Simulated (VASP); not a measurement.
Write the native input for VASP 6.6.1 that does the following.

* Task: single point
* Functional: PBE
* Potentials or basis: VASP PAW PBE potentials, release 64 (Hf_pv)
* Cutoff: 520 eV
* k mesh: 11 × 11 × 6
* Occupations: methfessel-paxton, width 0.03 eV
* Spin: no spin polarisation
* Dipole correction: no
* Further INCAR settings: ALGO = Normal; EDIFF = 1e-06; NBANDS = 17

The structure of Hf lies in POSCAR:

```
Hf
1.0
    3.2045059552      0.0000000000      0.0000000000
   -1.6022529776      2.7751835638      0.0000000000
    0.0000000000      0.0000000000      5.0738215932
Hf
2
Direct
    0.3333333333      0.6666666667      0.2500000000
    0.6666666667      0.3333333333      0.7500000000
```

One way to write it, as run:

INCAR

```
SYSTEM = Hf
ALGO = Normal
EDIFF = 1E-6
ENCUT = 520
GGA = PE
ISIF = 2
ISMEAR = 1
LASPH = .True.
LCHARG = .True.
LELF = .True.
LREAL = .False.
LVHAR = .True.
LWAVE = .False.
NBANDS = 17
NELM = 60
PREC = Accurate
SIGMA = 0.03
```

KPOINTS

```
k-points
0
Gamma
  11 11 6
  0 0 0
```

Potentials or basis: VASP PAW PBE potentials, release 64 (Hf_pv).

Run with:

```bash
$ cat potpaw_PBE.64/Hf_pv/POTCAR > POTCAR
$ mpirun -np 1 vasp_std > vasp.out
```

Results of the run:

| Item | Value |
| --- | --- |
| Pressure | -0.2 GPa |
| Band gap on the k mesh | zero (band 10 reaches 6.04 eV, above the bottom of band 11 at 4.56 eV) |

Caveat: spin-orbit coupling is left out, which moves the levels of the heavy elements.

Run time: 56 s on 1 thread of Intel Xeon 8259CL (shared host), peak memory 0.18 GiB.
